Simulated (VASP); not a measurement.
The system is SbBr2.

```
CELL_PARAMETERS angstrom
2.05031 1.18375 6.19247
-2.05031 1.18375 6.19247
0.00000 -2.36750 6.19247
ATOMIC_POSITIONS crystal
Sb 0.00000 0.00000 0.00000
Br 0.75000 0.75000 0.75000
Br 0.25000 0.25000 0.25000
```

* Program: VASP 6.6.1
* Task: relaxation of cell and atoms
* Functional: PBE
* Potentials or basis: VASP PAW PBE potentials, release 64 (Sb, Br)
* Cutoff: 600 eV
* k mesh: 6 × 6 × 6
* Occupations: gaussian, width 0.1 eV
* Spin: no spin polarisation

At the start: pressure 8.5 GPa; volume 30.06 Å³/atom.

Q: How do energy, volume and symmetry change on relaxing?

A: Over 13 steps the energy falls by 196.8 meV/atom and the volume is 37.31 Å³/atom (+24.1 %); space group R-3m (No. 166, to 0.1 Å) before and after.

The path:
```
step  energy change (eV)  largest force (eV/Å)  pressure (GPa)  volume (Å³)
   1              0.0000                0.6046            8.47        90.18
   2             -0.3882                0.7159           -1.73       112.45
   3             -0.4210                0.4902           -0.10       106.57
   4             -0.4210                0.5053           -0.21       106.92
   5             -0.4698                0.4575           -0.24       107.37
   6             -0.5619                0.2806           -0.40       108.37
   7             -0.4893                0.0577           -1.01       108.74
   8             -0.5707                0.1998           -0.66       108.72
   9             -0.5712                0.0711            0.99       104.54
  10             -0.5781                0.0665            0.14       106.55
  11             -0.5801                0.0591            0.13       107.09
  12             -0.5849                0.0372            0.10       108.71
  13             -0.5904                0.0006            0.09       111.93
```

Final structure:
```xyz
3
Lattice="2.3166 1.3375 6.0206 -2.3166 1.3375 6.0206 0.0000 -2.6750 6.0206" Properties=species:S:1:pos:R:3 pbc="T T T"
Sb    0.0000   -2.6750    6.0206
Br    0.0000    0.0000   13.3697
Br    0.0000    0.0000    4.6922
```

Caveat: the volume moved by over 15 % at a fixed basis, so the end points are rough; an odd number of electrons without spin polarisation forces a metal; a magnetic or distorted state may lie lower.
